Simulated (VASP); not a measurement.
# Li (Im-3m) in VASP: density of states with PBE

Aim: the density of states of Li with PBE.

All numbers are computed with VASP 6.6.1; they aren't measurements. Logs are shortened: lines on timing, memory, paths and dates and some standing lists are left out, and cuts for length are marked.

## (1) The cell of the first run

The structure is cubic, space group Im-3m (No. 229). The conventional cell has a = 3.432 Å, b = 3.432 Å, c = 3.432 Å, α = 90.00°, β = 90.00°, γ = 90.00°. Within 3.9 Å of Li (site symmetry m-3m) lie 14 Li at 2.97 to 3.43 Å.

## (2) Density of states, PBE

Contents of POSCAR:

```
Li
1.0
   -1.7158076013      1.7158076013      1.7158076013
    1.7158076013     -1.7158076013      1.7158076013
    1.7158076013      1.7158076013     -1.7158076013
Li
1
Direct
    0.0000000000      0.0000000000      0.0000000000
```

Contents of INCAR.step1:

```
PREC = Accurate
ENCUT = 520
EDIFF = 1E-7
ISMEAR = 0
SIGMA = 0.1
LREAL = False
LASPH = True
NELM = 100
ALGO = Normal
ISIF = 2
LWAVE = False
LCHARG = True
GGA = PE
NBANDS = 8
```

Contents of KPOINTS.step1:

```
Automatic mesh
0
Gamma
  16 16 16
```

Contents of INCAR.step2:

```
PREC = Accurate
ENCUT = 520
EDIFF = 1E-7
ISMEAR = -5
SIGMA = 0.1
LREAL = False
LASPH = True
NELM = 100
ALGO = Normal
ISIF = 2
LWAVE = False
LCHARG = False
GGA = PE
LORBIT = 11
NEDOS = 1001
ICHARG = 11
```

Contents of KPOINTS.step2:

```
Automatic mesh
0
Gamma
  24 24 24
```

Potentials or basis: VASP PAW PBE potentials, release 64 (Li_sv).

The run is started by

```
cat potpaw_PBE.64/Li_sv/POTCAR > POTCAR
cp INCAR.step1 INCAR
cp KPOINTS.step1 KPOINTS
mpirun -np 1 vasp_std > vasp.out
cp INCAR.step2 INCAR
cp KPOINTS.step2 KPOINTS
mpirun -np 1 vasp_std > vasp.out
```

OUTCAR:

```text
PREC = Accurate
   ENCUT = 520
   EDIFF = 1E-7
   ISMEAR = -5
   LREAL = False
   LASPH = True
   NELM = 100
   ISIF = 2
   GGA = PE
   LORBIT = 11
   ICHARG = 11

 ion  position               nearest neighbor table
   1  0.000  0.000  0.000-

  LATTYP: Found a body centered cubic cell.
 ALAT       =     3.4316152026

  Lattice vectors:

 A1 = (  -1.7158076013,   1.7158076013,   1.7158076013)
 A2 = (   1.7158076013,  -1.7158076013,   1.7158076013)
 A3 = (   1.7158076013,   1.7158076013,  -1.7158076013)

Analysis of symmetry for initial positions (statically):
=====================================================================
 Subroutine PRICEL returns:
 Original cell was already a primitive cell.

 Routine SETGRP: Setting up the symmetry group for a
 body centered cubic supercell.

 Subroutine GETGRP returns: Found 48 space group operations
 (whereof 48 operations were pure point group operations)
 out of a pool of 48 trial point group operations.

The static configuration has the point symmetry O_h .

Analysis of symmetry for dynamics (positions and initial velocities):
=====================================================================
 Subroutine PRICEL returns:
 Original cell was already a primitive cell.

 Routine SETGRP: Setting up the symmetry group for a
 body centered cubic supercell.

 Subroutine GETGRP returns: Found 48 space group operations
 (whereof 48 operations were pure point group operations)
 out of a pool of 48 trial point group operations.

The dynamic configuration has the point symmetry O_h .

 Subroutine INISYM returns: Found 48 space group operations
 (whereof 48 operations are pure point group operations),
 and found     1 'primitive' translations

----------------------------------------------------------------------------------------

                                     Primitive cell

  volume of cell :      20.2053

  direct lattice vectors                    reciprocal lattice vectors
    -1.715807601  1.715807601  1.715807601     0.000000000  0.291407964  0.291407964
     1.715807601 -1.715807601  1.715807601     0.291407964  0.000000000  0.291407964
     1.715807601  1.715807601 -1.715807601     0.291407964  0.291407964  0.000000000

  length of vectors
     2.971865941  2.971865941  2.971865941     0.412113095  0.412113095  0.412113095

  position of ions in fractional coordinates (direct lattice)
     0.000000000  0.000000000  0.000000000

  ion indices of the primitive-cell ions
   primitive index   ion index
                 1           1

----------------------------------------------------------------------------------------

 KPOINTS: Automatic mesh

Automatic generation of k-mesh.
 Grid dimensions read from file:
 generate k-points for:   24   24   24

 Generating k-lattice:

  Cartesian coordinates                     Fractional coordinates (reciprocal lattice)
     0.000000000  0.012141999  0.012141999     0.041666667  0.000000000  0.000000000
     0.012141999  0.000000000  0.012141999     0.000000000  0.041666667  0.000000000
     0.012141999  0.012141999  0.000000000     0.000000000  0.000000000  0.041666667

  Length of vectors
     0.017171379  0.017171379  0.017171379

  Shift w.r.t. Gamma in fractional coordinates (k-lattice)
     0.000000000  0.000000000  0.000000000

 TETIRR: Found  16469 inequivalent tetrahedra from    82944

 Subroutine IBZKPT returns following result:
 ===========================================

 Found    413 irreducible k-points:

 Following reciprocal coordinates:
            Coordinates               Weight
  0.000000  0.000000  0.000000      1.000000
  0.041667  0.000000  0.000000     12.000000
  0.083333  0.000000  0.000000     12.000000
  0.125000  0.000000  0.000000     12.000000
  0.166667  0.000000  0.000000     12.000000
  0.208333  0.000000  0.000000     12.000000
[... 16 lines left out ...]
  0.416667  0.041667 -0.000000     48.000000
  0.458333  0.041667 -0.000000     48.000000
 [... further k-points ...]
   k-points           NKPTS =    413   k-points in BZ     NKDIM =    413   number of bands    NBANDS=      5
   number of dos      NEDOS =   1001   number of ions     NIONS =      1
   total plane-waves  NPLWV =  13824
   dimension x,y,z NGX =    24 NGY =   24 NGZ =   24
   dimension x,y,z NGXF=    48 NGYF=   48 NGZF=   48
   ions per type =               1
   NGX,Y,Z   is equivalent  to a cutoff of  13.43, 13.43, 13.43 a.u.
   NGXF,Y,Z  is equivalent  to a cutoff of  26.85, 26.85, 26.85 a.u.
 SYSTEM =  unknown system
   PREC   = accura    normal or accurate (medium, high low for compatibility)
   ISTART =      0    job   : 0-new  1-cont  2-samecut
   ICHARG =     11    charge: 1-file 2-atom 10-const
   ISPIN  =      1    spin polarized calculation?
   LNONCOLLINEAR =      F non collinear calculations
   LSORBIT =      F    spin-orbit coupling
   LASPH  =      T    aspherical Exc in radial PAW
   ENCUT  =  520.0 eV  38.22 Ry    6.18 a.u.   5.53  5.53  5.53*2*pi/ulx,y,z
   NELM   =    100;   NELMIN=  2; NELMDL=  0     # of ELM steps
   EDIFF  = 0.1E-06   stopping-criterion for ELM
   LREAL  =      F    real-space projection
   EDIFFG = 0.1E-05   stopping-criterion for IOM
   NSW    =      0    number of steps for IOM
   IBRION =     -1    ionic relax: 0-MD 1-quasi-New 2-CG
   NFREE  =      0    steps in history (QN), initial steepest desc. (CG)
   ISIF   =      2    stress and relaxation
   ISYM   =      2    0-nonsym 1-usesym 2-fastsym
   POTIM  = 0.5000    time-step for ionic-motion
   TEBEG  =    0.0;   TEEND  =   0.0 temperature during run
   PSTRESS=    0.0 pullay stress
   NELECT =       3.0000    total number of electrons
   NUPDOWN=      -1.0000    fix difference up-down
   EMIN   =  10.00;   EMAX   =-10.00  energy-range for DOS
   EFERMI =   0.00;   METHOD = LEGACY
   ISMEAR =    -5;   SIGMA  =   0.10  broadening in eV -4-tet -1-fermi 0-gaus
   EFERMI_NEDOS =   21; number of points for ismear=-14 and -15
   IALGO  =     38    algorithm
   IMIX   =      4    mixing-type and parameters
     AMIX     =   0.40;   BMIX     =  1.00
     AMIX_MAG =   1.60;   BMIX_MAG =  1.00
  volume/ion in A,a.u.               =      20.21       136.35
  Fermi-wavevector in a.u.,A,eV,Ry     =   0.866882  1.638169 10.224567  0.751484
  Thomas-Fermi vector in A             =   1.985335
   LORBIT       =     11    0 simple, 1 ext, 2 COOP (PROOUT), +10 PAW based schemes
   GGA     = PE    functional components
   LHFCALC =     F    Hartree Fock is set to
   AEXX    =    0.0000 exact exchange contribution
   IVDW    =     0    specifies the selected vdW correction
   LEPSILON=     F    determine dielectric tensor
   LRPA    =     F    only Hartree local field effects (RPA)
 non-spin polarized calculation
 Fermi weights with tetrahedron method with Bloechl corrections
  energy-cutoff  :      520.00
  volume of cell :       20.21
 maximum number of plane-waves:       567
 NGX is ok and might be reduce to    24

 number of electron       3.0000001 magnetization

 Free energy of the ion-electron system (eV)
  ---------------------------------------------------
  ext. energy  EPLUGINS =         0.00000000
  ---------------------------------------------------
  free energy    TOTEN  =        -1.90454450 eV

  energy without entropy =       -1.90454450  energy(sigma->0) =       -1.90454450

 E-fermi :   0.6575     XC(G=0):  -7.0520

 val. band max:        0.6381140636   @ k =  -0.2917   0.4167   0.1667
 cond. band min:       0.6501827707   @ k =   0.3750   0.0833   0.0417
 fundamental gap:      0.0120687071
 Fermi energy:         0.6574717506

 k-point     1 :       0.0000    0.0000    0.0000
  band No.  band energies     occupation
      1     -45.8891      2.00000
      2      -2.9304      2.00000
      3      15.2726      0.00000
      4      15.2726      0.00000
      5      15.2726      0.00000

 k-point     2 :       0.0417    0.0000    0.0000
  band No.  band energies     occupation
      1     -45.8888      2.00000
      2      -2.8975      2.00000
      3      15.0511      0.00000
      4      15.0937      0.00000
      5      15.2143      0.00000

 k-point     3 :       0.0833    0.0000    0.0000
  band No.  band energies     occupation
      1     -45.8878      2.00000
      2      -2.7988      2.00000
      3      14.3718      0.00000
      4      14.6487      0.00000
      5      15.0430      0.00000

 k-point     4 :       0.1250    0.0000    0.0000
  band No.  band energies     occupation
      1     -45.8862      2.00000
      2      -2.6342      2.00000
      3      13.2994      0.00000
      4      14.0882      0.00000
      5      14.7728      0.00000

 k-point     5 :       0.1667    0.0000    0.0000
  band No.  band energies     occupation
      1     -45.8842      2.00000
      2      -2.4037      2.00000
      3      12.0164      0.00000
      4      13.5084      0.00000
      5      14.4332      0.00000

 k-point     6 :       0.2083    0.0000    0.0000
  band No.  band energies     occupation
      1     -45.8818      2.00000
      2      -2.1075      2.00000
      3      10.6733      0.00000
      4      12.9577      0.00000
      5      14.0614      0.00000

 k-point     7 :       0.2500    0.0000    0.0000
  band No.  band energies     occupation
      1     -45.8793      2.00000
      2      -1.7469      2.00000
      3       9.3487      0.00000
      4      12.4600      0.00000
      5      13.6916      0.00000

 k-point     8 :       0.2917    0.0000    0.0000
  band No.  band energies     occupation
      1     -45.8767      2.00000
      2      -1.3235      2.00000
      3       8.0828      0.00000
      4      12.0281      0.00000
      5      13.3497      0.00000

 k-point     9 :       0.3333    0.0000    0.0000
  band No.  band energies     occupation
      1     -45.8743      2.00000
      2      -0.8437      2.00000
      3       6.8991      0.00000
      4      11.6688      0.00000
      5      13.0533      0.00000

 k-point    10 :       0.3750    0.0000    0.0000
  band No.  band energies     occupation
      1     -45.8723      2.00000
      2      -0.3202      2.00000
      3       5.8215      0.00000
      4      11.3864      0.00000
      5      12.8138      0.00000

 k-point    11 :       0.4167    0.0000    0.0000
  band No.  band energies     occupation
      1     -45.8707      2.00000
      2       0.2143      2.07140
      3       4.8879      0.00000
      4      11.1832      0.00000
      5      12.6385      0.00000

 k-point    12 :       0.4583    0.0000    0.0000
  band No.  band energies     occupation
      1     -45.8697      2.00000
      2       0.6758      0.78860
      3       4.1859      0.00000
      4      11.0608      0.00000
      5      12.5318      0.00000

 k-point    13 :       0.5000    0.0000    0.0000
  band No.  band energies     occupation
      1     -45.8694      2.00000
      2       0.8783     -0.02782
      3       3.9026      0.00000
      4      11.0199      0.00000
      5      12.4960      0.00000

 k-point    14 :       0.0417    0.0417    0.0000
  band No.  band energies     occupation
      1     -45.8881      2.00000
      2      -2.8316      2.00000
      3      14.6356      0.00000
      4      14.7955      0.00000
      5      15.0383      0.00000

 k-point    15 :       0.0833    0.0417   -0.0000
  band No.  band energies     occupation
      1     -45.8868      2.00000
      2      -2.7001      2.00000
      3      13.8520      0.00000
      4      14.2008      0.00000
      5      14.7599      0.00000

 k-point    16 :       0.1250    0.0417    0.0000
  band No.  band energies     occupation
      1     -45.8850      2.00000
      2      -2.5025      2.00000
      3      12.6761      0.00000
      4      13.6098      0.00000
      5      14.4020      0.00000

 k-point    17 :       0.1667    0.0417   -0.0000
  band No.  band energies     occupation
      1     -45.8828      2.00000
      2      -2.2390      2.00000
      3      11.3544      0.00000
      4      13.0471      0.00000
      5      13.9958      0.00000

 k-point    18 :       0.2083    0.0417   -0.0000
  band No.  band energies     occupation
      1     -45.8803      2.00000
      2      -1.9102      2.00000
      3      10.0155      0.00000
      4      12.5302      0.00000
      5      13.5818      0.00000

 k-point    19 :       0.2500    0.0417    0.0000
  band No.  band energies     occupation
      1     -45.8778      2.00000
      2      -1.5175      2.00000
      3       8.7174      0.00000
      4      12.0730      0.00000
      5      13.1919      0.00000

 k-point    20 :       0.2917    0.0417    0.0000
  band No.  band energies     occupation
      1     -45.8753      2.00000
      2      -1.0644      2.00000
      3       7.4903      0.00000
      4      11.6840      0.00000
      5      12.8470      0.00000

 k-point    21 :       0.3333    0.0417    0.0000
  band No.  band energies     occupation
      1     -45.8731      2.00000
      2      -0.5595      2.00000
      3       6.3561      0.00000
      4      11.3685      0.00000
      5      12.5603      0.00000

 k-point    22 :       0.3750    0.0417    0.0000
  band No.  band energies     occupation
      1     -45.8713      2.00000
      2      -0.0232      2.00568
      3       5.3429      0.00000
      4      11.1296      0.00000
      5      12.3400      0.00000

 k-point    23 :       0.4167    0.0417   -0.0000
  band No.  band energies     occupation
      1     -45.8700      2.00000
      2       0.4929      1.88064
      3       4.5069      0.00000
      4      10.9694      0.00000
      5      12.1908      0.00000

 k-point    24 :       0.4583    0.0417   -0.0000
  band No.  band energies     occupation
      1     -45.8694      2.00000
      2       0.8564     -0.01436
      3       3.9828      0.00000
      4      10.8890      0.00000
      5      12.1156      0.00000

 [... further k-points ...]
[... 5 lines left out ...]
  --------------------------------------------------------------------------------------
  -------------------------------------------------------------------------------------
  Total       -0.0064002     -0.0064002     -0.0064002      0.0000000      0.0000000     -0.0000000
  in kB       -0.5075000     -0.5075000     -0.5075000      0.0000000      0.0000000     -0.0000000
  external PRESSURE =      -0.5075000 kB  Pullay stress =       0.0000000 kB

 VOLUME and BASIS-vectors are now :
 -----------------------------------------------------------------------------
  energy-cutoff  :      520.00
  volume of cell :       20.21
      direct lattice vectors                 reciprocal lattice vectors
    -1.715807601  1.715807601  1.715807601     0.000000000  0.291407964  0.291407964
     1.715807601 -1.715807601  1.715807601     0.291407964  0.000000000  0.291407964
     1.715807601  1.715807601 -1.715807601     0.291407964  0.291407964  0.000000000

 POSITION                                       TOTAL-FORCE (eV/Angst)
 -----------------------------------------------------------------------------------
      0.00000      0.00000      0.00000        -0.000000      0.000000      0.000000
 -----------------------------------------------------------------------------------
    total drift:                                0.000000      0.000000     -0.000000

  FREE ENERGIE OF THE ION-ELECTRON SYSTEM (eV)
  ---------------------------------------------------
  free  energy   TOTEN  =        -1.9045444950 eV

  energy  without entropy=       -1.9045444950  energy(sigma->0) =       -1.90454450

 total charge

# of ion       s       p       d       tot
------------------------------------------
    1        2.033   0.041   0.000   2.074
```

It took 22 s on 1 thread of Intel Xeon Platinum 8375C at 2.90GHz (Ice Lake), shared host; peak memory 0.17 GiB.

Results:

* Valence electrons inside the program's atomic spheres: Li 2.07

Caveat: the cutoff is under 1.25 times the usual one of these potentials, so pressure, stress and relaxed cells hold a basis-set (Pulay) error; tetrahedron occupations give inexact forces and stress in metals.
